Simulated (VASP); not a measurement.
# Be (Fm-3m) in VASP: single point with PBEsol

Aim: the single point of Be with PBEsol.

All numbers are computed with VASP 6.6.1; they aren't measurements. Logs are shortened: lines on timing, memory, paths and dates and some standing lists are left out, and cuts for length are marked.

## (1) The cell of the first run

It takes space group Fm-3m (No. 225, cubic). Conventional cell: a = 3.153 Å, b = 3.153 Å, c = 3.153 Å, α = 90.00°, β = 90.00°, γ = 90.00°. Be (site symmetry m-3m) has 12 Be at 2.23 Å within 2.9 Å.

## (2) Single point, PBEsol

Input file INCAR:

```
SYSTEM = Be
ALGO = Normal
EDIFF = 1E-6
ENCUT = 520
GGA = PS
ISIF = 2
ISMEAR = -1
LASPH = .True.
LCHARG = .False.
LREAL = .False.
LWAVE = .False.
NBANDS = 7
NELM = 80
PREC = Accurate
SIGMA = 0.13605693000000002
```

Input file KPOINTS:

```
k-points
0
Gamma
  18 18 18
  0 0 0
```

Input file POSCAR:

```
Be
1.0
    0.0000000000      1.5766129441      1.5766129441
    1.5766129441      0.0000000000      1.5766129441
    1.5766129441      1.5766129441      0.0000000000
Be
1
Direct
    0.0000000000      0.0000000000      0.0000000000
```

Potentials or basis: VASP PAW PBE potentials, release 64 (Be).

The run is started by

```bash
cat potpaw_PBE.64/Be/POTCAR > POTCAR
mpirun -np 1 vasp_std > vasp.out
```

OUTCAR:

```text
SYSTEM = Be
   EDIFF = 1E-6
   ENCUT = 520
   GGA = PS
   ISIF = 2
   ISMEAR = -1
   LASPH = .True.
   LREAL = .False.
   NELM = 80
   PREC = Accurate

 ion  position               nearest neighbor table
   1  0.000  0.000  0.000-

  LATTYP: Found a face centered cubic cell.
 ALAT       =     3.1532258882

  Lattice vectors:

 A1 = (   0.0000000000,   1.5766129441,   1.5766129441)
 A2 = (   1.5766129441,   0.0000000000,   1.5766129441)
 A3 = (   1.5766129441,   1.5766129441,   0.0000000000)

Analysis of symmetry for initial positions (statically):
=====================================================================
 Subroutine PRICEL returns:
 Original cell was already a primitive cell.

 Routine SETGRP: Setting up the symmetry group for a
 face centered cubic supercell.

 Subroutine GETGRP returns: Found 48 space group operations
 (whereof 48 operations were pure point group operations)
 out of a pool of 48 trial point group operations.

The static configuration has the point symmetry O_h .

Analysis of symmetry for dynamics (positions and initial velocities):
=====================================================================
 Subroutine PRICEL returns:
 Original cell was already a primitive cell.

 Routine SETGRP: Setting up the symmetry group for a
 face centered cubic supercell.

 Subroutine GETGRP returns: Found 48 space group operations
 (whereof 48 operations were pure point group operations)
 out of a pool of 48 trial point group operations.

The dynamic configuration has the point symmetry O_h .

 Subroutine INISYM returns: Found 48 space group operations
 (whereof 48 operations are pure point group operations),
 and found     1 'primitive' translations

----------------------------------------------------------------------------------------

                                     Primitive cell

  volume of cell :       7.8380

  direct lattice vectors                    reciprocal lattice vectors
     0.000000000  1.576612944  1.576612944    -0.317135542  0.317135542  0.317135542
     1.576612944  0.000000000  1.576612944     0.317135542 -0.317135542  0.317135542
     1.576612944  1.576612944  0.000000000     0.317135542  0.317135542 -0.317135542

  length of vectors
     2.229667408  2.229667408  2.229667408     0.549294871  0.549294871  0.549294871

  position of ions in fractional coordinates (direct lattice)
     0.000000000  0.000000000  0.000000000

  ion indices of the primitive-cell ions
   primitive index   ion index
                 1           1

----------------------------------------------------------------------------------------

 KPOINTS: k-points

Automatic generation of k-mesh.
 Grid dimensions read from file:
 generate k-points for:   18   18   18

 Generating k-lattice:

  Cartesian coordinates                     Fractional coordinates (reciprocal lattice)
    -0.017618641  0.017618641  0.017618641     0.055555556  0.000000000  0.000000000
     0.017618641 -0.017618641  0.017618641     0.000000000  0.055555556  0.000000000
     0.017618641  0.017618641 -0.017618641     0.000000000  0.000000000  0.055555556

  Length of vectors
     0.030516382  0.030516382  0.030516382

  Shift w.r.t. Gamma in fractional coordinates (k-lattice)
     0.000000000  0.000000000  0.000000000

 Subroutine IBZKPT returns following result:
 ===========================================

 Found    195 irreducible k-points:

 Following reciprocal coordinates:
            Coordinates               Weight
  0.000000  0.000000  0.000000      1.000000
  0.055556  0.000000  0.000000      8.000000
  0.111111  0.000000  0.000000      8.000000
  0.166667  0.000000  0.000000      8.000000
  0.222222  0.000000  0.000000      8.000000
  0.277778  0.000000  0.000000      8.000000
[... 16 lines left out ...]
 -0.277778  0.055556  0.000000     24.000000
 -0.222222  0.055556  0.000000     24.000000
 [... further k-points ...]
   k-points           NKPTS =    195   k-points in BZ     NKDIM =    195   number of bands    NBANDS=      7
   number of dos      NEDOS =    301   number of ions     NIONS =      1
   total plane-waves  NPLWV =   5832
   dimension x,y,z NGX =    18 NGY =   18 NGZ =   18
   dimension x,y,z NGXF=    36 NGYF=   36 NGZF=   36
   ions per type =               1
   NGX,Y,Z   is equivalent  to a cutoff of  13.42, 13.42, 13.42 a.u.
   NGXF,Y,Z  is equivalent  to a cutoff of  26.84, 26.84, 26.84 a.u.
 SYSTEM =  Be
   PREC   = accura    normal or accurate (medium, high low for compatibility)
   ISTART =      0    job   : 0-new  1-cont  2-samecut
   ICHARG =      2    charge: 1-file 2-atom 10-const
   ISPIN  =      1    spin polarized calculation?
   LNONCOLLINEAR =      F non collinear calculations
   LSORBIT =      F    spin-orbit coupling
   LASPH  =      T    aspherical Exc in radial PAW
   ENCUT  =  520.0 eV  38.22 Ry    6.18 a.u.   4.15  4.15  4.15*2*pi/ulx,y,z
   NELM   =     80;   NELMIN=  2; NELMDL= -5     # of ELM steps
   EDIFF  = 0.1E-05   stopping-criterion for ELM
   LREAL  =      F    real-space projection
   EDIFFG = 0.1E-04   stopping-criterion for IOM
   NSW    =      0    number of steps for IOM
   IBRION =     -1    ionic relax: 0-MD 1-quasi-New 2-CG
   NFREE  =      0    steps in history (QN), initial steepest desc. (CG)
   ISIF   =      2    stress and relaxation
   ISYM   =      2    0-nonsym 1-usesym 2-fastsym
   POTIM  = 0.5000    time-step for ionic-motion
   TEBEG  =    0.0;   TEEND  =   0.0 temperature during run
   PSTRESS=    0.0 pullay stress
   NELECT =       2.0000    total number of electrons
   NUPDOWN=      -1.0000    fix difference up-down
   EMIN   =  10.00;   EMAX   =-10.00  energy-range for DOS
   EFERMI =   0.00;   METHOD = LEGACY
   ISMEAR =    -1;   SIGMA  =   0.14  broadening in eV -4-tet -1-fermi 0-gaus
   EFERMI_NEDOS =   21; number of points for ismear=-14 and -15
   IALGO  =     38    algorithm
   IMIX   =      4    mixing-type and parameters
     AMIX     =   0.40;   BMIX     =  1.00
     AMIX_MAG =   1.60;   BMIX_MAG =  1.00
  volume/ion in A,a.u.               =       7.84        52.89
  Fermi-wavevector in a.u.,A,eV,Ry     =   1.038364  1.962224 14.669807  1.078200
  Thomas-Fermi vector in A             =   2.172845
   LORBIT       =      0    0 simple, 1 ext, 2 COOP (PROOUT), +10 PAW based schemes
   GGA     = PS    functional components
   LHFCALC =     F    Hartree Fock is set to
   AEXX    =    0.0000 exact exchange contribution
   IVDW    =     0    specifies the selected vdW correction
   LEPSILON=     F    determine dielectric tensor
   LRPA    =     F    only Hartree local field effects (RPA)
 non-spin polarized calculation
  energy-cutoff  :      520.00
  volume of cell :        7.84
 maximum number of plane-waves:       222
 NGX is ok and might be reduce to    18
   NGX =  9   NGY =  9   NGZ =  9

 number of electron       2.0000000 magnetization

 Free energy of the ion-electron system (eV)
  ---------------------------------------------------
  ext. energy  EPLUGINS =         0.00000000
  ---------------------------------------------------
  free energy    TOTEN  =        -3.92209367 eV

  energy without entropy =       -3.91503313  energy(sigma->0) =       -3.91856340

 E-fermi :   7.5518     XC(G=0): -10.6402

 val. band max:        7.2413314043   @ k =  -0.3333   0.3889   0.0556
 cond. band min:       7.6277716046   @ k =   0.5000   0.0000   0.0000
 fundamental gap:      0.3864402002
 Fermi energy:         7.5518394519

 k-point     1 :       0.0000    0.0000    0.0000
  band No.  band energies     occupation
      1      -4.3079      2.00000
      2      27.1007      0.00000
      3      27.1007      0.00000
      4      27.1007      0.00000
      5      36.7918      0.00000
      6      36.7918      0.00000
      7      36.7918      0.00000

 k-point     2 :       0.0556    0.0000    0.0000
  band No.  band energies     occupation
      1      -4.2057      2.00000
      2      26.2720      0.00000
      3      26.9237      0.00000
      4      26.9237      0.00000
      5      35.6341      0.00000
      6      37.1330      0.00000
      7      37.1330      0.00000

 k-point     3 :       0.1111    0.0000    0.0000
  band No.  band energies     occupation
      1      -3.8991      2.00000
      2      24.0903      0.00000
      3      26.4762      0.00000
      4      26.4762      0.00000
      5      34.9924      0.00000
      6      37.9684      0.00000
      7      37.9684      0.00000

 k-point     4 :       0.1667    0.0000    0.0000
  band No.  band energies     occupation
      1      -3.3883      2.00000
      2      21.2526      0.00000
      3      25.9186      0.00000
      4      25.9186      0.00000
      5      35.1884      0.00000
      6      38.6102      0.00000
      7      38.6102      0.00000

 k-point     5 :       0.2222    0.0000    0.0000
  band No.  band energies     occupation
      1      -2.6752      2.00000
      2      18.2663      0.00000
      3      25.3755      0.00000
      4      25.3755      0.00000
      5      35.8377      0.00000
      6      38.0829      0.00000
      7      38.0829      0.00000
[... 161 lines left out ...]
 k-point    22 :      -0.3333    0.0556    0.0000
  band No.  band energies     occupation
      1      -0.1876      2.00000
      2      11.8892      0.00000
      3      23.2746      0.00000
      4      24.9590      0.00000
      5      33.7833      0.00000
      6      35.0229      0.00000
      7      38.8132      0.00000

 k-point    23 :      -0.2778    0.0556    0.0000
  band No.  band energies     occupation
      1      -1.3274      2.00000
      2      14.4832      0.00000
      3      23.4316      0.00000
      4      25.5070      0.00000
      5      34.8628      0.00000
      6      35.9205      0.00000
      7      37.8745      0.00000

 k-point    24 :      -0.2222    0.0556    0.0000
  band No.  band energies     occupation
      1      -2.3004      2.00000
      2      17.3109      0.00000
      3      23.7671      0.00000
      4      26.0724      0.00000
      5      35.5060      0.00000
      6      37.0823      0.00000
      7      37.5080      0.00000

 [... further k-points ...]
[... 5 lines left out ...]
  --------------------------------------------------------------------------------------
  -------------------------------------------------------------------------------------
  Total        0.0015144      0.0015144      0.0015144     -0.0000000      0.0000000      0.0000000
  in kB        0.3095658      0.3095658      0.3095658     -0.0000000      0.0000000      0.0000000
  external PRESSURE =       0.3095658 kB  Pullay stress =       0.0000000 kB

 VOLUME and BASIS-vectors are now :
 -----------------------------------------------------------------------------
  energy-cutoff  :      520.00
  volume of cell :        7.84
      direct lattice vectors                 reciprocal lattice vectors
     0.000000000  1.576612944  1.576612944    -0.317135542  0.317135542  0.317135542
     1.576612944  0.000000000  1.576612944     0.317135542 -0.317135542  0.317135542
     1.576612944  1.576612944  0.000000000     0.317135542  0.317135542 -0.317135542

 POSITION                                       TOTAL-FORCE (eV/Angst)
 -----------------------------------------------------------------------------------
      0.00000      0.00000      0.00000         0.000000      0.000000      0.000000
 -----------------------------------------------------------------------------------
    total drift:                                0.000000     -0.000000      0.000000

  FREE ENERGIE OF THE ION-ELECTRON SYSTEM (eV)
  ---------------------------------------------------
  free  energy   TOTEN  =        -3.9220936722 eV

  energy  without entropy=       -3.9150331276  energy(sigma->0) =       -3.91856340
```

Wall time 8.6 s (1 thread of Intel Xeon Platinum 8375C at 2.90GHz (Ice Lake), shared host); peak memory 0.12 GiB.

What came out:

- Free energy: -3.9221 eV
- Pressure: 0.0 GPa
- Band gap on the k mesh: zero (band 1 reaches 7.78 eV, above the bottom of band 2 at 7.24 eV)

Caveat: the PAW data sets were made with another functional, which shifts forces and pressure a little.
